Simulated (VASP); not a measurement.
# Al (P6_3/mmc) in VASP: notebook

Runs on Al. Level: PBEsol. Tasks: single point.

Everything below comes from runs of VASP 6.6.1. Logs are shortened: lines on timing, memory, paths and dates and some standing lists are left out, and cuts for length are marked.

**1. The cell of the first run**

The structure is hexagonal, space group P6_3/mmc (No. 194). The conventional cell has a = 2.819 Å, b = 2.819 Å, c = 4.548 Å, α = 90.00°, β = 90.00°, γ = 120.00°. Within 3.7 Å of Al (site symmetry -6m2) lie 12 Al at 2.80 to 2.82 Å.

**2. Single point, PBEsol (volume scaled by 0.96)**

Contents of INCAR:

```
ALGO = Normal
EDIFF = 1E-6
ENCUT = 520
GGA = PS
ISIF = 2
ISMEAR = -1
LASPH = True
LCHARG = False
LREAL = False
LWAVE = False
NBANDS = 10
NELM = 100
PREC = Accurate
SIGMA = 0.1
```

Contents of KPOINTS:

```
k-points
0
Gamma
  14 14 8
```

Contents of POSCAR:

```
Al
1.0
    2.8188622920      0.0000000000      0.0000000000
   -1.4094311460      2.4412063546      0.0000000000
    0.0000000000      0.0000000000      4.5480666785
Al
2
Direct
    0.3333333333      0.6666666667      0.2500000000
    0.6666666667      0.3333333333      0.7500000000
```

Potentials or basis: VASP PAW PBE potentials, release 64 (Al).

Started as:

```console
> cat potpaw_PBE.64/Al/POTCAR > POTCAR
> mpirun -np 1 vasp_std > vasp.out
```

OUTCAR:

```text
EDIFF = 1E-6
   ENCUT = 520
   GGA = PS
   ISIF = 2
   ISMEAR = -1
   LASPH = True
   LREAL = False
   NELM = 100
   PREC = Accurate

 ion  position               nearest neighbor table
   1  0.333  0.667  0.250-   2 2.80   2 2.80   2 2.80   2 2.80   2 2.80   2 2.80
   2  0.667  0.333  0.750-   1 2.80   1 2.80   1 2.80   1 2.80   1 2.80   1 2.80

  LATTYP: Found a hexagonal cell.
 ALAT       =     2.8188622920
 C/A-ratio  =     1.6134405329

  Lattice vectors:

 A1 = (   2.8188622920,   0.0000000000,   0.0000000000)
 A2 = (  -1.4094311460,   2.4412063546,   0.0000000000)
 A3 = (   0.0000000000,   0.0000000000,   4.5480666785)

Analysis of symmetry for initial positions (statically):
=====================================================================
 Subroutine PRICEL returns:
 Original cell was already a primitive cell.

 Routine SETGRP: Setting up the symmetry group for a
 hexagonal supercell.

 Subroutine GETGRP returns: Found 24 space group operations
 (whereof 12 operations were pure point group operations)
 out of a pool of 24 trial point group operations.

The static configuration has the point symmetry D_3d.
 The point group associated with its full space group is D_6h.

Analysis of symmetry for dynamics (positions and initial velocities):
=====================================================================
 Subroutine PRICEL returns:
 Original cell was already a primitive cell.

 Routine SETGRP: Setting up the symmetry group for a
 hexagonal supercell.

 Subroutine GETGRP returns: Found 24 space group operations
 (whereof 12 operations were pure point group operations)
 out of a pool of 24 trial point group operations.

The dynamic configuration has the point symmetry D_3d.
 The point group associated with its full space group is D_6h.

 Subroutine INISYM returns: Found 24 space group operations
 (whereof 12 operations are pure point group operations),
 and found     1 'primitive' translations

----------------------------------------------------------------------------------------

                                     Primitive cell

  volume of cell :      31.2972

  direct lattice vectors                    reciprocal lattice vectors
     2.818862292  0.000000000  0.000000000     0.354753052  0.204816770  0.000000000
    -1.409431146  2.441206355  0.000000000     0.000000000  0.409633540  0.000000000
     0.000000000  0.000000000  4.548066678     0.000000000  0.000000000  0.219873645

  length of vectors
     2.818862292  2.818862292  4.548066678     0.409633540  0.409633540  0.219873645

  position of ions in fractional coordinates (direct lattice)
     0.333333333  0.666666667  0.250000000
     0.666666667  0.333333333  0.750000000

  ion indices of the primitive-cell ions
   primitive index   ion index
                 1           1
                 2           2

----------------------------------------------------------------------------------------

 KPOINTS: k-points

Automatic generation of k-mesh.
 Grid dimensions read from file:
 generate k-points for:   14   14    8

 Generating k-lattice:

  Cartesian coordinates                     Fractional coordinates (reciprocal lattice)
     0.025339504  0.014629769  0.000000000     0.071428571 -0.000000000  0.000000000
     0.000000000  0.029259539  0.000000000     0.000000000  0.071428571  0.000000000
     0.000000000  0.000000000  0.027484206     0.000000000  0.000000000  0.125000000

  Length of vectors
     0.029259539  0.029259539  0.027484206

  Shift w.r.t. Gamma in fractional coordinates (k-lattice)
     0.000000000  0.000000000  0.000000000

 Subroutine IBZKPT returns following result:
 ===========================================

 Found    120 irreducible k-points:

 Following reciprocal coordinates:
            Coordinates               Weight
  0.000000  0.000000  0.000000      1.000000
  0.071429  0.000000  0.000000      6.000000
  0.142857  0.000000  0.000000      6.000000
  0.214286  0.000000  0.000000      6.000000
  0.285714  0.000000  0.000000      6.000000
  0.357143  0.000000  0.000000      6.000000
[... 16 lines left out ...]
  0.285714  0.285714  0.000000      6.000000
  0.357143  0.285714  0.000000      6.000000
 [... further k-points ...]
   k-points           NKPTS =    120   k-points in BZ     NKDIM =    120   number of bands    NBANDS=     10
   number of dos      NEDOS =    301   number of ions     NIONS =      2
   total plane-waves  NPLWV =  20736
   dimension x,y,z NGX =    24 NGY =   24 NGZ =   36
   dimension x,y,z NGXF=    48 NGYF=   48 NGZF=   72
   ions per type =               2
   NGX,Y,Z   is equivalent  to a cutoff of  14.15, 14.15, 13.16 a.u.
   NGXF,Y,Z  is equivalent  to a cutoff of  28.31, 28.31, 26.32 a.u.
 SYSTEM =  unknown system
   PREC   = accura    normal or accurate (medium, high low for compatibility)
   ISTART =      0    job   : 0-new  1-cont  2-samecut
   ICHARG =      2    charge: 1-file 2-atom 10-const
   ISPIN  =      1    spin polarized calculation?
   LNONCOLLINEAR =      F non collinear calculations
   LSORBIT =      F    spin-orbit coupling
   LASPH  =      T    aspherical Exc in radial PAW
   ENCUT  =  520.0 eV  38.22 Ry    6.18 a.u.   5.24  5.24  8.46*2*pi/ulx,y,z
   NELM   =    100;   NELMIN=  2; NELMDL= -5     # of ELM steps
   EDIFF  = 0.1E-05   stopping-criterion for ELM
   LREAL  =      F    real-space projection
   EDIFFG = 0.1E-04   stopping-criterion for IOM
   NSW    =      0    number of steps for IOM
   IBRION =     -1    ionic relax: 0-MD 1-quasi-New 2-CG
   NFREE  =      0    steps in history (QN), initial steepest desc. (CG)
   ISIF   =      2    stress and relaxation
   ISYM   =      2    0-nonsym 1-usesym 2-fastsym
   POTIM  = 0.5000    time-step for ionic-motion
   TEBEG  =    0.0;   TEEND  =   0.0 temperature during run
   PSTRESS=    0.0 pullay stress
   NELECT =       6.0000    total number of electrons
   NUPDOWN=      -1.0000    fix difference up-down
   EMIN   =  10.00;   EMAX   =-10.00  energy-range for DOS
   EFERMI =   0.00;   METHOD = LEGACY
   ISMEAR =    -1;   SIGMA  =   0.10  broadening in eV -4-tet -1-fermi 0-gaus
   EFERMI_NEDOS =   21; number of points for ismear=-14 and -15
   IALGO  =     38    algorithm
   IMIX   =      4    mixing-type and parameters
     AMIX     =   0.40;   BMIX     =  1.00
     AMIX_MAG =   1.60;   BMIX_MAG =  1.00
  volume/ion in A,a.u.               =      15.65       105.60
  Fermi-wavevector in a.u.,A,eV,Ry     =   0.943967  1.783839 12.123796  0.891074
  Thomas-Fermi vector in A             =   2.071726
   LORBIT       =      0    0 simple, 1 ext, 2 COOP (PROOUT), +10 PAW based schemes
   GGA     = PS    functional components
   LHFCALC =     F    Hartree Fock is set to
   AEXX    =    0.0000 exact exchange contribution
   IVDW    =     0    specifies the selected vdW correction
   LEPSILON=     F    determine dielectric tensor
   LRPA    =     F    only Hartree local field effects (RPA)
 non-spin polarized calculation
  energy-cutoff  :      520.00
  volume of cell :       31.30
 maximum number of plane-waves:       858
 NGX is ok and might be reduce to    24
   NGX = 11   NGY = 11   NGZ = 17

 number of electron       6.0000000 magnetization

 Free energy of the ion-electron system (eV)
  ---------------------------------------------------
  ext. energy  EPLUGINS =         0.00000000
  ---------------------------------------------------
  free energy    TOTEN  =        -8.11103620 eV

  energy without entropy =       -8.08361541  energy(sigma->0) =       -8.09732580

 E-fermi :   8.5220     XC(G=0): -10.4527

 val. band max:        8.4758110804   @ k =   0.2857   0.0714   0.2500
 cond. band min:       8.5549760745   @ k =   0.2857   0.2857   0.5000
 fundamental gap:      0.0791649941
 Fermi energy:         8.5220419474

 k-point     1 :       0.0000    0.0000    0.0000
  band No.  band energies     occupation
      1      -2.9908      2.00000
      2       3.7781      2.00000
      3       4.2100      2.00000
      4      19.3090      0.00000
      5      19.3090      0.00000
      6      19.6126      0.00000
      7      19.6126      0.00000
      8      20.9995      0.00000
      9      22.8816      0.00000
     10      23.8948      0.00000

 k-point     2 :       0.0714    0.0000    0.0000
  band No.  band energies     occupation
      1      -2.8642      2.00000
      2       3.8949      2.00000
      3       4.3328      2.00000
      4      17.0900      0.00000
      5      18.0525      0.00000
      6      19.3409      0.00000
      7      21.0776      0.00000
      8      21.8933      0.00000
      9      22.9593      0.00000
     10      23.3306      0.00000

 k-point     3 :       0.1429    0.0000    0.0000
  band No.  band energies     occupation
      1      -2.4852      2.00000
      2       4.2451      2.00000
      3       4.6985      2.00000
      4      14.3720      0.00000
      5      16.8728      0.00000
      6      18.2008      0.00000
      7      20.4799      0.00000
      8      20.8734      0.00000
      9      22.5728      0.00000
     10      23.0644      0.00000

 k-point     4 :       0.2143    0.0000    0.0000
  band No.  band energies     occupation
      1      -1.8560      2.00000
      2       4.8290      2.00000
      3       5.2959      2.00000
      4      11.7667      0.00000
      5      15.9081      0.00000
      6      16.9009      0.00000
      7      17.9290      0.00000
      8      18.9975      0.00000
      9      21.9476      0.00000
     10      21.9972      0.00000
[... 222 lines left out ...]
 k-point    22 :       0.3571    0.2143    0.0000
  band No.  band energies     occupation
      1       3.0651      2.00000
      2       4.7355      2.00000
      3       7.9231      1.99500
      4       9.4228      0.00024
      5      10.2889      0.00000
      6      11.2331      0.00000
      7      12.3855      0.00000
      8      14.6963      0.00000
      9      15.4724      0.00000
     10      22.8273      0.00000

 k-point    23 :       0.2857    0.2857    0.0000
  band No.  band energies     occupation
      1       2.9461      2.00000
      2       6.1448      2.00000
      3       6.3550      2.00000
      4       9.3359      0.00058
      5      10.2309      0.00000
      6      12.2222      0.00000
      7      13.3168      0.00000
      8      13.4472      0.00000
      9      14.2316      0.00000
     10      25.2745      0.00000

 k-point    24 :       0.3571    0.2857    0.0000
  band No.  band energies     occupation
      1       4.4371      2.00000
      2       4.5636      2.00000
      3       6.1495      2.00000
      4      10.4986      0.00000
      5      11.0437      0.00000
      6      11.1381      0.00000
      7      12.5613      0.00000
      8      13.0159      0.00000
      9      13.8196      0.00000
     10      25.4809      0.00000

 [... further k-points ...]
[... 5 lines left out ...]
  --------------------------------------------------------------------------------------
  -------------------------------------------------------------------------------------
  Total        0.5741123      0.5741123      0.9849884      0.0000000      0.0000000      0.0000000
  in kB       29.3901786     29.3901786     50.4239092      0.0000000      0.0000000      0.0000000
  external PRESSURE =      36.4014221 kB  Pullay stress =       0.0000000 kB

 VOLUME and BASIS-vectors are now :
 -----------------------------------------------------------------------------
  energy-cutoff  :      520.00
  volume of cell :       31.30
      direct lattice vectors                 reciprocal lattice vectors
     2.818862292  0.000000000  0.000000000     0.354753052  0.204816770  0.000000000
    -1.409431146  2.441206355  0.000000000     0.000000000  0.409633540  0.000000000
     0.000000000  0.000000000  4.548066678     0.000000000  0.000000000  0.219873645

 POSITION                                       TOTAL-FORCE (eV/Angst)
 -----------------------------------------------------------------------------------
     -0.00000      1.62747      1.13702         0.000000      0.000000      0.000000
      1.40943      0.81374      3.41105        -0.000000      0.000000      0.000000
 -----------------------------------------------------------------------------------
    total drift:                                0.000000     -0.000000     -0.000000

  FREE ENERGIE OF THE ION-ELECTRON SYSTEM (eV)
  ---------------------------------------------------
  free  energy   TOTEN  =        -8.1110361987 eV

  energy  without entropy=       -8.0836154088  energy(sigma->0) =       -8.09732580
```

Run time: 22 s. Hardware: 1 thread of AMD EPYC 9R45 (Zen 5), shared host; peak memory 0.13 GiB.

What came out:

```
Free energy            : -8.1110 eV
Pressure               : 3.6 GPa
Band gap on the k mesh : zero (band 3 reaches 13.00 eV, above the bottom of band 4 at 5.21 eV)
```

Stress tensor (GPa, compression positive):
```
2.94 0.00 0.00
0.00 2.94 0.00
0.00 0.00 5.04
```

Caveat: the PAW data sets were made with another functional, which shifts forces and pressure a little.

(Continued in part 2 of 3.)
